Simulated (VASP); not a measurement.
# Mg2CdSe3 (P3m1) in VASP: further runs

The runs below take Mg2CdSe3 through single point, with PBE.

Everything below comes from runs of VASP 6.6.1. Logs are shortened: lines on timing, memory, paths and dates and some standing lists are left out, and cuts for length are marked.

### Step 1. The cell of the first run

The structure is trigonal, space group P3m1 (No. 156). Conventional cell: a = 4.291 Å, b = 4.291 Å, c = 10.482 Å, α = 90.00°, β = 90.00°, γ = 120.00°. Within 3.4 Å of Mg (site symmetry 3m) lie 4 Se at 2.60 to 2.61 Å. Mg (site symmetry 3m) has 4 Se at 2.60 to 2.61 Å within 3.4 Å. Cd (site symmetry 3m) has 4 Se at 2.66 to 2.68 Å within 3.5 Å. Se (site symmetry 3m) has 3 Mg at 2.61 Å and 1 Cd at 2.68 Å within 3.4 Å. Within 3.4 Å of Se (site symmetry 3m) lie 4 Mg at 2.60 to 2.61 Å. Within 3.4 Å of Se (site symmetry 3m) lie 1 Mg at 2.60 Å and 3 Cd at 2.66 Å.

### Step 2. Single point, PBE

Contents of INCAR:

```
PREC     = Accurate       # precision mode
ENCUT    = 520            # plane-wave cutoff, eV
EDIFF    = 1E-6           # SCF threshold, eV
ISMEAR   = 0              # smearing method
SIGMA    = 0.1            # smearing width, eV
LREAL    = False          # projectors in reciprocal space
LASPH    = True           # aspherical terms in the spheres
NELM     = 60             # most SCF steps
ALGO     = Normal         # electronic algorithm
ISIF     = 2              # what is computed and relaxed
LWAVE    = False          # write WAVECAR
LCHARG   = True           # write CHGCAR
GGA      = PE             # functional
LELF     = True           # ELF
LVHAR    = True         
NBANDS   = 46             # bands
```

Contents of KPOINTS:

```
regular mesh
0
Gamma
  6 6 1
```

Contents of POSCAR:

```
Mg2CdSe3
1.0
    4.2909792033      0.0000000000      0.0000000000
   -2.1454896016      3.7160969972      0.0000000000
    0.0000000000      0.0000000000     20.9633602000
Mg Cd Se
4 2 6
Direct
    0.6666666667      0.3333333333      0.1676025000
    0.6666666667      0.3333333333      0.6676025000
    0.3333333333      0.6666666667      0.3310155000
    0.3333333333      0.6666666667      0.8310155000
    0.0000000000      0.0000000000      0.0011300000
    0.0000000000      0.0000000000      0.5011300000
    0.0000000000      0.0000000000      0.1288215000
    0.0000000000      0.0000000000      0.6288215000
    0.6666666667      0.3333333333      0.2916145000
    0.6666666667      0.3333333333      0.7916145000
    0.3333333333      0.6666666667      0.4548155000
    0.3333333333      0.6666666667      0.9548155000
```

Potentials or basis: VASP PAW PBE potentials, release 64 (Mg, Cd, Se).

Started as:

```
> cat potpaw_PBE.64/Mg/POTCAR potpaw_PBE.64/Cd/POTCAR potpaw_PBE.64/Se/POTCAR > POTCAR
> mpirun -np 1 vasp_std > vasp.out
```

OUTCAR:

```text
PREC = Accurate
   ENCUT = 520
   EDIFF = 1E-6
   ISMEAR = 0
   LREAL = False
   LASPH = True
   NELM = 60
   ISIF = 2
   GGA = PE

 ion  position               nearest neighbor table
   1  0.667  0.333  0.168-   9 2.60   7 2.61   7 2.61   7 2.61
   2  0.667  0.333  0.668-  10 2.60   8 2.61   8 2.61   8 2.61
   3  0.333  0.667  0.331-  11 2.60   9 2.61   9 2.61   9 2.61
   4  0.333  0.667  0.831-  12 2.60  10 2.61  10 2.61  10 2.61
   5  0.000  0.000  0.001-  12 2.66  12 2.66  12 2.66   7 2.68
   6  0.000  0.000  0.501-  11 2.66  11 2.66  11 2.66   8 2.68
   7  0.000  0.000  0.129-   1 2.61   1 2.61   1 2.61   5 2.68
   8  0.000  0.000  0.629-   2 2.61   2 2.61   2 2.61   6 2.68
   9  0.667  0.333  0.292-   1 2.60   3 2.61   3 2.61   3 2.61
  10  0.667  0.333  0.792-   2 2.60   4 2.61   4 2.61   4 2.61
  11  0.333  0.667  0.455-   3 2.60   6 2.66   6 2.66   6 2.66
  12  0.333  0.667  0.955-   4 2.60   5 2.66   5 2.66   5 2.66

  LATTYP: Found a hexagonal cell.
 ALAT       =     4.2909792033
 C/A-ratio  =     4.8854490331

  Lattice vectors:

 A1 = (   4.2909792033,   0.0000000000,   0.0000000000)
 A2 = (  -2.1454896016,   3.7160969972,   0.0000000000)
 A3 = (   0.0000000000,   0.0000000000,  20.9633602000)

Analysis of symmetry for initial positions (statically):
=====================================================================
 Subroutine PRICEL returns following result:

  LATTYP: Found a hexagonal cell.
 ALAT       =     4.2909792033
 C/A-ratio  =     2.4427245166

  Lattice vectors:

 A1 = (   4.2909792033,   0.0000000000,   0.0000000000)
 A2 = (  -2.1454896016,   3.7160969972,   0.0000000000)
 A3 = (   0.0000000000,   0.0000000000,  10.4816801000)

   2 primitive cells build up your supercell.

 Routine SETGRP: Setting up the symmetry group for a
 hexagonal supercell.

 Subroutine GETGRP returns: Found  6 space group operations
 (whereof  6 operations were pure point group operations)
 out of a pool of 24 trial point group operations.

The static configuration has the point symmetry C_3v.

Analysis of symmetry for dynamics (positions and initial velocities):
=====================================================================
 Subroutine PRICEL returns following result:

  LATTYP: Found a hexagonal cell.
 ALAT       =     4.2909792033
 C/A-ratio  =     2.4427245166

  Lattice vectors:

 A1 = (   4.2909792033,   0.0000000000,   0.0000000000)
 A2 = (  -2.1454896016,   3.7160969972,   0.0000000000)
 A3 = (   0.0000000000,   0.0000000000,  10.4816801000)

   2 primitive cells build up your supercell.

 Routine SETGRP: Setting up the symmetry group for a
 hexagonal supercell.

 Subroutine GETGRP returns: Found  6 space group operations
 (whereof  6 operations were pure point group operations)
 out of a pool of 24 trial point group operations.

The dynamic configuration has the point symmetry C_3v.

 Subroutine INISYM returns: Found  6 space group operations
 (whereof  6 operations are pure point group operations),
 and found     2 'primitive' translations

----------------------------------------------------------------------------------------

                                     Primitive cell

  volume of cell :     167.1377

  direct lattice vectors                    reciprocal lattice vectors
     4.290979203  0.000000000  0.000000000     0.233047040  0.134549771  0.000000000
    -2.145489602  3.716096997  0.000000000     0.000000000  0.269099542  0.000000000
     0.000000000  0.000000000 10.481680100     0.000000000  0.000000000  0.095404553

  length of vectors
     4.290979203  4.290979203 10.481680100     0.269099542  0.269099542  0.095404553

  position of ions in fractional coordinates (direct lattice)
     0.666666667  0.333333333  0.335205000
     0.333333333  0.666666667  0.662031000
     0.000000000  0.000000000  0.002260000
     0.000000000  0.000000000  0.257643000
     0.666666667  0.333333333  0.583229000
     0.333333333  0.666666667  0.909631000

  ion indices of the primitive-cell ions
   primitive index   ion index
                 1           1
                 2           3
                 3           5
                 4           7
                 5           9
                 6          12

----------------------------------------------------------------------------------------

 KPOINTS: regular mesh

Automatic generation of k-mesh.
 Grid dimensions read from file:
 generate k-points for:    6    6    1

 Generating k-lattice:

  Cartesian coordinates                     Fractional coordinates (reciprocal lattice)
     0.038841173  0.022424962  0.000000000     0.166666667 -0.000000000  0.000000000
     0.000000000  0.044849924  0.000000000     0.000000000  0.166666667  0.000000000
     0.000000000  0.000000000  0.047702276     0.000000000  0.000000000  1.000000000

  Length of vectors
     0.044849924  0.044849924  0.047702276

  Shift w.r.t. Gamma in fractional coordinates (k-lattice)
     0.000000000  0.000000000  0.000000000

 Subroutine IBZKPT returns following result:
 ===========================================

 Found      7 irreducible k-points:

 Following reciprocal coordinates:
            Coordinates               Weight
  0.000000  0.000000  0.000000      1.000000
  0.166667  0.000000  0.000000      6.000000
  0.333333  0.000000  0.000000      6.000000
  0.500000  0.000000  0.000000      3.000000
  0.166667  0.166667  0.000000      6.000000
  0.333333  0.166667  0.000000     12.000000
  0.333333  0.333333  0.000000      2.000000
   k-points           NKPTS =      7   k-points in BZ     NKDIM =      7   number of bands    NBANDS=     46
   number of dos      NEDOS =    301   number of ions     NIONS =     12
   total plane-waves  NPLWV = 163840
   dimension x,y,z NGX =    32 NGY =   32 NGZ =  160
   dimension x,y,z NGXF=    64 NGYF=   64 NGZF=  320
   ions per type =               4   2   6
   NGX,Y,Z   is equivalent  to a cutoff of  12.40, 12.40, 12.69 a.u.
   NGXF,Y,Z  is equivalent  to a cutoff of  24.80, 24.80, 25.38 a.u.
 SYSTEM =  unknown system
   PREC   = accura    normal or accurate (medium, high low for compatibility)
   ISTART =      0    job   : 0-new  1-cont  2-samecut
   ICHARG =      2    charge: 1-file 2-atom 10-const
   ISPIN  =      1    spin polarized calculation?
   LNONCOLLINEAR =      F non collinear calculations
   LSORBIT =      F    spin-orbit coupling
   LASPH  =      T    aspherical Exc in radial PAW
   ENCUT  =  520.0 eV  38.22 Ry    6.18 a.u.   7.98  7.98 38.98*2*pi/ulx,y,z
   NELM   =     60;   NELMIN=  2; NELMDL= -5     # of ELM steps
   EDIFF  = 0.1E-05   stopping-criterion for ELM
   LREAL  =      F    real-space projection
   EDIFFG = 0.1E-04   stopping-criterion for IOM
   NSW    =      0    number of steps for IOM
   IBRION =     -1    ionic relax: 0-MD 1-quasi-New 2-CG
   NFREE  =      0    steps in history (QN), initial steepest desc. (CG)
   ISIF   =      2    stress and relaxation
   ISYM   =      2    0-nonsym 1-usesym 2-fastsym
   POTIM  = 0.5000    time-step for ionic-motion
   TEBEG  =    0.0;   TEEND  =   0.0 temperature during run
   PSTRESS=    0.0 pullay stress
   NELECT =      68.0000    total number of electrons
   NUPDOWN=      -1.0000    fix difference up-down
   EMIN   =  10.00;   EMAX   =-10.00  energy-range for DOS
   EFERMI =   0.00;   METHOD = LEGACY
   ISMEAR =     0;   SIGMA  =   0.10  broadening in eV -4-tet -1-fermi 0-gaus
   EFERMI_NEDOS =   21; number of points for ismear=-14 and -15
   IALGO  =     38    algorithm
   IMIX   =      4    mixing-type and parameters
     AMIX     =   0.40;   BMIX     =  1.00
     AMIX_MAG =   1.60;   BMIX_MAG =  1.00
  volume/ion in A,a.u.               =      27.86       187.98
  Fermi-wavevector in a.u.,A,eV,Ry     =   0.962815  1.819457 12.612784  0.927013
  Thomas-Fermi vector in A             =   2.092307
   LORBIT       =      0    0 simple, 1 ext, 2 COOP (PROOUT), +10 PAW based schemes
   GGA     = PE    functional components
   LHFCALC =     F    Hartree Fock is set to
   AEXX    =    0.0000 exact exchange contribution
   IVDW    =     0    specifies the selected vdW correction
   LEPSILON=     F    determine dielectric tensor
   LRPA    =     F    only Hartree local field effects (RPA)
 non-spin polarized calculation
 Gauss-broadening in eV      SIGMA  =   0.10
  energy-cutoff  :      520.00
  volume of cell :      334.28
 maximum number of plane-waves:      9066
 NGX is ok and might be reduce to    32

 number of electron      68.0000004 magnetization

 Free energy of the ion-electron system (eV)
  ---------------------------------------------------
  ext. energy  EPLUGINS =         0.00000000
  ---------------------------------------------------
  free energy    TOTEN  =       -41.02157759 eV

  energy without entropy =      -41.02157759  energy(sigma->0) =      -41.02157759

 E-fermi :   1.2427     XC(G=0):  -8.2882

 val. band max:        0.7864026863   @ k =   0.0000   0.0000   0.0000
 cond. band min:       2.2703222804   @ k =   0.0000   0.0000   0.0000
 fundamental gap:      1.4839195941
 Fermi energy:         1.2426657156

 k-point     1 :       0.0000    0.0000    0.0000
  band No.  band energies     occupation
      1     -11.2739      2.00000
      2     -11.2003      2.00000
      3     -11.1359      2.00000
      4     -11.0049      2.00000
      5     -10.8318      2.00000
      6     -10.7736      2.00000
[... 38 lines left out ...]
     45       7.2089      0.00000
     46       7.2396      0.00000
[... 253 lines left out ...]
      6     -10.5639      2.00000
[... 38 lines left out ...]
     45       6.9165      0.00000
     46       7.1829      0.00000

------------------------ aborting loop because EDIFF is reached ----------------------------------------

  FORCE on cell =-STRESS in cart. coord.  units (eV):
  Direction    XX          YY          ZZ          XY          YZ          ZX
  --------------------------------------------------------------------------------------
  -------------------------------------------------------------------------------------
  Total        0.1111880      0.1111880      0.1319024      0.0000000      0.0000000      0.0000000
  in kB        0.5329228      0.5329228      0.6322064      0.0000000      0.0000000      0.0000000
  external PRESSURE =       0.5660173 kB  Pullay stress =       0.0000000 kB

 VOLUME and BASIS-vectors are now :
 -----------------------------------------------------------------------------
  energy-cutoff  :      520.00
  volume of cell :      334.28
      direct lattice vectors                 reciprocal lattice vectors
     4.290979203  0.000000000  0.000000000     0.233047040  0.134549771  0.000000000
    -2.145489602  3.716096997  0.000000000     0.000000000  0.269099542  0.000000000
     0.000000000  0.000000000 20.963360200     0.000000000  0.000000000  0.047702276

 POSITION                                       TOTAL-FORCE (eV/Angst)
 -----------------------------------------------------------------------------------
      2.14549      1.23870      3.51351         0.000000     -0.000000      0.003094
      2.14549      1.23870     13.99519        -0.000000     -0.000000      0.003094
     -0.00000      2.47740      6.93920         0.000000      0.000000      0.002835
     -0.00000      2.47740     17.42088        -0.000000      0.000000      0.002835
      0.00000      0.00000      0.02369         0.000000      0.000000      0.000364
      0.00000      0.00000     10.50537         0.000000      0.000000      0.000364
      0.00000      0.00000      2.70053        -0.000000      0.000000      0.030214
      0.00000      0.00000     13.18221        -0.000000      0.000000      0.030214
      2.14549      1.23870      6.11322        -0.000000     -0.000000     -0.001357
      2.14549      1.23870     16.59490        -0.000000     -0.000000     -0.001357
     -0.00000      2.47740      9.53446        -0.000000     -0.000000     -0.035150
     -0.00000      2.47740     20.01614        -0.000000     -0.000000     -0.035150
 -----------------------------------------------------------------------------------
    total drift:                               -0.000001      0.000000      0.001383

  FREE ENERGIE OF THE ION-ELECTRON SYSTEM (eV)
  ---------------------------------------------------
  free  energy   TOTEN  =       -41.0215775905 eV

  energy  without entropy=      -41.0215775905  energy(sigma->0) =      -41.02157759
```

It took 88 s on 1 thread of Intel Xeon Platinum 8488C (Sapphire Rapids), shared host; peak memory 0.46 GiB.

Results:

```yaml
Free_energy: -41.0216 eV
Pressure: 0.1 GPa
Largest_force: 0.035 eV/Å
Band_gap_on_the_k_mesh: 1.48 eV
```

Forces in eV/Å, atoms in the order of the input:
```
Mg   0.000  0.000  0.003
Mg   0.000  0.000  0.003
Mg   0.000  0.000  0.003
Mg   0.000  0.000  0.003
Cd   0.000  0.000  0.000
Cd   0.000  0.000  0.000
Se   0.000  0.000  0.030
Se   0.000  0.000  0.030
Se   0.000  0.000 -0.001
Se   0.000  0.000 -0.001
Se   0.000  0.000 -0.035
Se   0.000  0.000 -0.035
```

### Step 3. Single point, PBE

This run uses another cell than the first one: it holds 6 atoms, not 12.

Contents of INCAR:

```
SYSTEM = Mg2CdSe3
  PREC = Accurate
  ENCUT = 520
  EDIFF = 1E-6
  ISMEAR = 0
  SIGMA = 0.1
  LREAL = .FALSE.
  LASPH = .TRUE.
  NELM = 60
  ALGO = Normal
  ISIF = 2
  LWAVE = .FALSE.
  LCHARG = .FALSE.
  GGA = PE
  NBANDS = 26
```

Contents of KPOINTS:

```
regular mesh
0
G
  6 6 2
  0 0 0
```

Contents of POSCAR:

```
Mg2CdSe3
1.0
    4.2909792000      0.0000000000      0.0000000000
   -2.1454896000      3.7160970000      0.0000000000
    0.0000000000      0.0000000000     10.4816801000
Mg Cd Se
2 1 3
Direct
    0.6666667000      0.3333333000      0.3352050000
    0.3333333000      0.6666667000      0.6620310000
    0.0000000000      0.0000000000      0.0022600000
    0.0000000000      0.0000000000      0.2576430000
    0.6666667000      0.3333333000      0.5832290000
    0.3333333000      0.6666667000      0.9096310000
```

Potentials or basis: VASP PAW PBE potentials, release 64 (Mg, Cd, Se).

Started as:

```
> cat potpaw_PBE.64/Mg/POTCAR potpaw_PBE.64/Cd/POTCAR potpaw_PBE.64/Se/POTCAR > POTCAR
> mpirun -np 1 vasp_std > vasp.out
```

Wall time 34 s (1 thread of Intel Xeon 6975P-C (Granite Rapids), shared host); peak memory 0.3 GiB.

It converged, with:

```
Free energy            : -20.5108 eV
Pressure               : 0.1 GPa
Largest force          : 0.035 eV/Å
Band gap on the k mesh : 1.48 eV, direct
```

Forces on the atoms (eV/Å):
```
Mg   0.000  0.000  0.003
Mg   0.000  0.000  0.003
Cd   0.000  0.000  0.000
Se   0.000  0.000  0.030
Se   0.000  0.000 -0.001
Se   0.000  0.000 -0.035
```

Levels at points of the mesh, in eV from the valence-band top:
```
           k point  band 13  band 14  band 15  band 16  band 17  band 18  band 19  band 20  band 21  band 22
(0.00, 0.00, 0.00)    -0.69    -0.69    -0.24     0.00     0.00     1.48     3.17     3.56     6.24     6.38
(0.50, 0.00, 0.00)    -1.55    -1.48    -1.30    -1.07    -0.80     3.11     3.64     4.30     4.33     5.70
(0.00, 0.00, 0.50)    -0.87    -0.65    -0.65    -0.02    -0.02     2.31     2.95     3.45     5.91     6.42
(0.50, 0.00, 0.50)    -1.79    -1.46    -1.31    -0.72    -0.66     3.10     3.60     3.88     4.83     5.17
```

### Step 4. Single point, PBE (volume scaled by 0.88, then relaxed in part)

Contents of INCAR:

```
SYSTEM = Mg2CdSe3
  ALGO = Normal
  EDIFF = 1E-7
  ENCUT = 520
  GGA = PE
  ISIF = 2
  ISMEAR = 0
  LASPH = .TRUE.
  LCHARG = .FALSE.
  LREAL = .FALSE.
  LWAVE = .FALSE.
  NBANDS = 26
  NELM = 100
  PREC = Accurate
  SIGMA = 0.02
```

Contents of KPOINTS:

```
k-points
0
G
  6 6 4
  0 0 0
```

Contents of POSCAR:

```
Mg2CdSe3
1.0
    4.1145496042      0.0000000000      0.0000000000
   -2.0572748021      3.5633044823      0.0000000000
    0.0000000000      0.0000000000     10.0318675029
Mg Cd Se
2 1 3
Direct
    0.6666666667      0.3333333333      0.3352202896
    0.3333333333      0.6666666667      0.6600371126
    0.0000000000      0.0000000000      0.0036882200
    0.0000000000      0.0000000000      0.2599490726
    0.6666666667      0.3333333333      0.5835486662
    0.3333333333      0.6666666667      0.9075556390
```

Started as:

```
> cat potpaw_PBE.64/Mg/POTCAR potpaw_PBE.64/Cd/POTCAR potpaw_PBE.64/Se/POTCAR > POTCAR
> mpirun -np 1 vasp_std > vasp.out
```

It took 56 s on 1 thread of Intel Xeon 6975P-C (Granite Rapids), shared host; peak memory 0.31 GiB.

Results (log left out):

```yaml
Free_energy: -20.0815 eV
Pressure: 7.6 GPa
Largest_force: 0.044 eV/Å
Band_gap_on_the_k_mesh: 1.83 eV, direct
```

Forces in eV/Å, atoms in the order of the input:
```
Mg   0.000  0.000 -0.001
Mg   0.000  0.000 -0.001
Cd   0.000  0.000 -0.001
Se   0.000  0.000  0.044
Se   0.000  0.000  0.003
Se   0.000  0.000 -0.044
```

Levels at points of the mesh, in eV from the valence-band top:
| k point | band 13 | band 14 | band 15 | band 16 | band 17 | band 18 | band 19 | band 20 | band 21 | band 22 |
| --- | --- | --- | --- | --- | --- | --- | --- | --- | --- | --- |
| (0.00, 0.00, 0.00) | -0.94 | -0.94 | -0.35 | 0.00 | 0.00 | 1.83 | 3.47 | 3.81 | 6.35 | 6.47 |
| (0.50, 0.00, 0.00) | -1.92 | -1.83 | -1.61 | -1.38 | -0.98 | 2.82 | 3.88 | 4.34 | 4.44 | 5.74 |
| (0.00, 0.00, 0.50) | -1.16 | -0.90 | -0.90 | -0.02 | -0.02 | 2.70 | 3.30 | 3.72 | 6.00 | 6.39 |
| (0.50, 0.00, 0.50) | -2.22 | -1.86 | -1.65 | -0.93 | -0.83 | 3.31 | 3.35 | 3.77 | 5.01 | 5.29 |

(Continued in part 2 of 2.)
